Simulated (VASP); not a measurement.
A run of VASP 6.6.1 is set up as follows.

File INCAR:

```
SYSTEM = InP
ALGO = Normal
EDIFF = 1E-6
ENCUT = 520
GGA = PE
ISIF = 2
ISMEAR = 0
LASPH = .True.
LCHARG = .False.
LREAL = .False.
LWAVE = .False.
NBANDS = 46
NELM = 60
PREC = Accurate
SIGMA = 0.02
```

Contents of KPOINTS:

```
k-points
0
Gamma
  6 6 8
  0 0 0
```

POSCAR

```
InP
1.0
    7.2773307000      0.0000000000      0.0000000000
    0.0000000000      7.2773307000      0.0000000000
    0.0000000000      0.0000000000      4.2154268000
In P
4 4
Direct
    0.6781100000      0.6781100000      0.0000000000
    0.8218900000      0.1781100000      0.5000000000
    0.3218900000      0.3218900000      0.0000000000
    0.1781100000      0.8218900000      0.5000000000
    0.8194790000      0.8194790000      0.5000000000
    0.6805210000      0.3194790000      0.0000000000
    0.1805210000      0.1805210000      0.5000000000
    0.3194790000      0.6805210000      0.0000000000
```

Potentials or basis: VASP PAW PBE potentials, release 64 (In_d, P).

The run is started by

```bash
$ cat potpaw_PBE.64/In_d/POTCAR potpaw_PBE.64/P/POTCAR > POTCAR
$ mpirun -np 1 vasp_std > vasp.out
```

What does it give for the pressure?

0.0 GPa.

What does it give for the band gap on the k mesh?

0.57 eV.

Forces on the atoms (eV/Å):
```
In   0.000  0.000  0.000
In   0.000  0.000  0.000
In   0.000  0.000  0.000
In   0.000  0.000  0.000
P    0.001  0.001  0.000
P   -0.001  0.001  0.000
P   -0.001 -0.001  0.000
P    0.001 -0.001  0.000
```

Caveat: semilocal functionals underestimate gaps, and a narrow one can read as zero; spin-orbit coupling is left out, which moves the levels of the heavy elements.
